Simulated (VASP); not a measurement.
Input of a VASP 6.6.1 run:

INCAR

```
SYSTEM = PbSe
ALGO = Normal ; EDIFF = 1E-7
EDIFFG = -0.02 ; ENCUT = 600
GGA = PE ; IBRION = 2
ISIF = 3 ; ISMEAR = 0
IVDW = 12 ; LASPH = .TRUE.
LCHARG = .FALSE. ; LREAL = .FALSE.
LWAVE = .FALSE. ; NELM = 60
NSW = 90 ; PREC = Accurate
SIGMA = 0.01
```

The input KPOINTS:

```
k-points
0
G
  8 8 8
  0 0 0
```

POSCAR

```
PbSe
1.0
    0.0000000000      3.0606500000      3.0606500000
    3.0606500000      0.0000000000      3.0606500000
    3.0606500000      3.0606500000      0.0000000000
Pb Se
1 1
Direct
    0.0000000000      0.0000000000      0.0000000000
    0.5000000000      0.5000000000      0.5000000000
```

Potentials or basis: VASP PAW PBE potentials, release 64 (Pb_d, Se).

Run with:

```sh
$ cat potpaw_PBE.64/Pb_d/POTCAR potpaw_PBE.64/Se/POTCAR > POTCAR
$ mpirun -np 1 vasp_std > vasp.out
```

Q: Predict the space group after relaxing (to 0.1 Å).

A: Fm-3m (No. 225).

Q: Estimate the dispersion energy per atom.

A: -0.366 eV.

Q: What does it give for the relaxed cell?

A: a = 4.338 Å, b = 4.338 Å, c = 4.338 Å, α = 60.00°, β = 60.00°, γ = 60.00°.

The path:
```csv
step,energy change (eV),largest force (eV/Å),pressure (GPa),volume (Å³)
1,0.0000,0.0000,0.33,57.34
2,-0.0003,0.0000,-0.11,57.84
3,-0.0004,0.0000,0.00,57.71
```

 Zero-point motion and thermal expansion aren't in these numbers.
